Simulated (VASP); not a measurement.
Runs of VASP 6.6.1 on AlN. The structure is that of space group F-43m (No. 216), or close to it. The cells are those of the table. 

| task | cell | k mesh | smearing | gap on the mesh (eV) | pressure (GPa) |
| --- | --- | --- | --- | --- | --- |
| single point | a = 3.089 Å, angles 60.0°, 2 atoms | 8 × 8 × 8 | gaussian 0.1 eV | 3.22 | (a) |
| single point | a = 3.075 Å, angles 60.0°, 2 atoms | 10 × 10 × 10 | gaussian 0.01 eV | 3.23 | -0.5 |
| relaxation of cell and atoms | relaxed to 9 GPa from a = 3.070 Å, angles 60.0°, 2 atoms | 10 × 10 × 10 | gaussian 0.01 eV | 3.25 | 9.0 |
| single point | a = 3.030 Å, angles 60.0°, 2 atoms | 10 × 10 × 10 | gaussian 0.01 eV | 3.25 | 9.7 |
| relaxation of cell and atoms | relaxed to -1 GPa from a = 3.070 Å, angles 60.0°, 2 atoms | 10 × 10 × 10 | gaussian 0.01 eV | 3.23 | -1.0 |

Alike in all rows: level LDA; potentials or basis VASP PAW LDA potentials, release 64 (Al, N); no spin polarisation.

Q: Fill in the values left out.

A: (a) -3.1.

Caveats: the cell is relaxed towards a set pressure, so the run minimises the enthalpy, not the energy (at least some runs); the cell stands under tension (at least some runs); the cell stands under pressure (at least some runs).

A k mesh can miss the band edges.
